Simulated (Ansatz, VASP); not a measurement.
## One calculation of TiW3, two programs

```
CELL_PARAMETERS angstrom
2.65808 -4.61407 0.00000
2.65808 4.61407 0.00000
0.00000 0.00000 2.68098
ATOMIC_POSITIONS crystal
Ti 0.50000 0.50000 0.50000
W 0.00000 0.50000 0.00000
W 0.00000 0.00000 0.50000
W 0.50000 0.00000 0.00000
```

Alike in both runs: functional PBE; k mesh 10 × 10 × 16; occupations gaussian, width 0.1 eV; no spin polarisation.

Ansatz relaxed the structure, and its values are those at the end. VASP's run is a single point on that final structure, the one shown.

|  | VASP | Ansatz |
| --- | --- | --- |
| version | VASP 6.6.1 | Ansatz 0.2.0 |
| potentials or method | VASP PAW PBE potentials, release 64 (Ti_sv, W_sv), cutoff 520 eV | scalar-relativistic, plane waves, PAW |
| valence electrons in the cell | 54 | 54 |

Ansatz gave:

* gap on the k mesh at the Fermi level (eV): none
* pressure (GPa): 0.0

Problem. Which values does VASP return?

Solution. gap on the k mesh at the Fermi level (eV): none; pressure (GPa): 0.3.

A gap of «none» marks a metal or a gap that the smearing closes.

Spin-orbit coupling is off throughout.
